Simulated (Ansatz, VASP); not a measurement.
Given: the input of a run of VASP 6.6.1 on Ni.

File INCAR:

```
ALGO = Normal ; EDIFF = 1E-6
EDIFFG = -0.01 ; ENCUT = 600
GGA = RE ; IBRION = 2
ISIF = 3 ; ISMEAR = -1
ISPIN = 2 ; IVDW = 13
LASPH = T ; LCHARG = F
LMAXMIX = 4 ; LORBIT = 11
LREAL = F ; LWAVE = F
MAGMOM = 1 ; NELM = 150
NSW = 60 ; PREC = Accurate
SIGMA = 0.05
```

KPOINTS

```
k-points
0
Gamma
  13 13 13
```

File POSCAR:

```
Ni
1.0
   -1.3837154700      1.3837154700      1.3837154700
    1.3837154700     -1.3837154700      1.3837154700
    1.3837154700      1.3837154700     -1.3837154700
Ni
1
Direct
    0.0000000000      0.0000000000      0.0000000000
```

Potentials or basis: VASP PAW PBE potentials, release 64 (Ni).

Command:

```bash
$ cat potpaw_PBE.64/Ni/POTCAR > POTCAR
$ mpirun -np 1 vasp_std > vasp.out
```

Translate it to Ansatz 0.2.0. Potentials there: Ansatz PAW.

As run (the cutoff follows the program's own potentials):

The input input.yaml:

```yaml
crystal:
  lattice:
    - [-1.38371547, 1.38371547, 1.38371547]
    - [1.38371547, -1.38371547, 1.38371547]
    - [1.38371547, 1.38371547, -1.38371547]
  atoms:
    - { symbol: Ni, position: [0.0, 0.0, 0.0], spin: 1.0 }
hamiltonian:
  xc: revpbe
  pseudopotentials: { kind: paw }
  dispersion: d4
magnetization:
  spin_polarized: true
kpoints:
  mp_grid: { grid: [13, 13, 13] }
scf:
  occupations: { method: fermi_dirac, width: 0.05 }
output:
  forces: true
  stress: true
  eigenvalues: true
relax:
  f_tol: 0.01
  max_steps: 40
  cell: { stress_tol: 0.05 }
```

Potentials or basis: Ansatz PAW.

Command:

```bash
$ ansatz run input.yaml --threads 2 --pin off --max-ram 5632MiB --backend cpu --events-out ev --progress --plain --runs-dir out
```

Both were run:

|  | VASP | Ansatz | Ansatz less VASP |
| --- | --- | --- | --- |
| gap on the k mesh at the Fermi level, each at its own relaxed structure (eV) | none | none | - |
| net moment per atom (μB) | 0.58 | 0.59 | +0.012 |
| size of the moment on the site where the two differ most (μB) | 0.59 | 0.62 | +0.037 |
| relaxed volume (Å³/atom) | 10.59 | 10.60 | +0.006 |
| relaxed cell length with the largest relative difference (Å) | 2.396 | 2.397 | +0.0005 |

VASP's potentials were made for PBE, not for revPBE. Site moments also hang on the region over which each program counts them. A gap of «none» marks a metal or a gap that the smearing closes. VASP's potentials hold 10 valence electrons a cell and Ansatz's 18, so a difference there can come from the potentials and not from the codes.

Noted on Ansatz's run: the plane-wave basis is chosen anew once the cell has moved, so the energies of steps on either side of that aren't comparable.
